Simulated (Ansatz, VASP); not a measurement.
# One calculation of Sc, two programs

INCAR

```
SYSTEM = Sc
ALGO = Normal
EDIFF = 1E-6
ENCUT = 520
ISIF = 2
ISMEAR = -1
LASPH = .TRUE.
LCHARG = .FALSE.
LREAL = .FALSE.
LWAVE = .FALSE.
NBANDS = 18
NELM = 80
PREC = Accurate
SIGMA = 0.03
```

The input KPOINTS:

```
k-points
0
G
  13 13 7
  0 0 0
```

Contents of POSCAR:

```
Sc
1.0
    3.2426219394      0.0000000000      0.0000000000
   -1.6213109696      2.8081929743      0.0000000000
    0.0000000000      0.0000000000      5.2680000000
Sc
2
Direct
    0.3333333333      0.6666666667      0.2500000000
    0.6666666667      0.3333333333      0.7500000000
```

Input for Ansatz:

```yaml
crystal:
  lattice:
    - [3.2426219394, 0.0, 0.0]
    - [-1.6213109696, 2.8081929743, 0.0]
    - [0.0, 0.0, 5.268]
  atoms:
    - { symbol: Sc, position: [0.3333333333, 0.6666666667, 0.25] }
    - { symbol: Sc, position: [0.6666666667, 0.3333333333, 0.75] }
kpoints:
  mp_grid: { grid: [13, 13, 7] }
  band_path:
    path:
      - [0.0, 0.0, 0.0]
      - [0.5, 0.0, 0.0]
      - [0.3333333333, 0.3333333333, 0.0]
      - [0.0, 0.0, 0.0]
      - [0.0, 0.0, 0.5]
      - [0.5, 0.0, 0.5]
      - [0.3333333333, 0.3333333333, 0.5]
      - [0.0, 0.0, 0.5]
      - [0.5, 0.0, 0.5]
    npoints: 5
scf:
  occupations: { method: fermi_dirac, width: 0.03 }
hamiltonian:
  xc: lda
  pseudopotentials: { kind: all_electron, lapw: { basis_error: 0.0005 } }
output:
  forces: true
  stress: true
  eigenvalues: true
```

Change from the starting cell: equal xx and yy strain of -2 %.

Alike in both runs: task single point; functional LDA; k mesh 13 × 13 × 7; occupations fermi-dirac, width 0.03 eV; no spin polarisation.

```csv
,VASP,Ansatz
version,VASP 6.6.1,Ansatz 0.2.0
potentials or method,"VASP PAW LDA potentials, release 64 (Sc_sv), cutoff 520 eV","all-electron LAPW, scalar-relativistic"
```

Ansatz gave:

- pressure (GPa): -3.4
- traceless stress, the component that is largest in VASP (GPa): -2.34

**Question.** Which values does VASP return?

**Answer.** Pressure (GPa): -3.3; traceless stress, the component that is largest in VASP (GPa): -2.33.

LDA's correlation is that of Perdew and Zunger in VASP and of Perdew and Wang (1992) in Ansatz. Ansatz ran all-electron here, and VASP with PAW potentials.
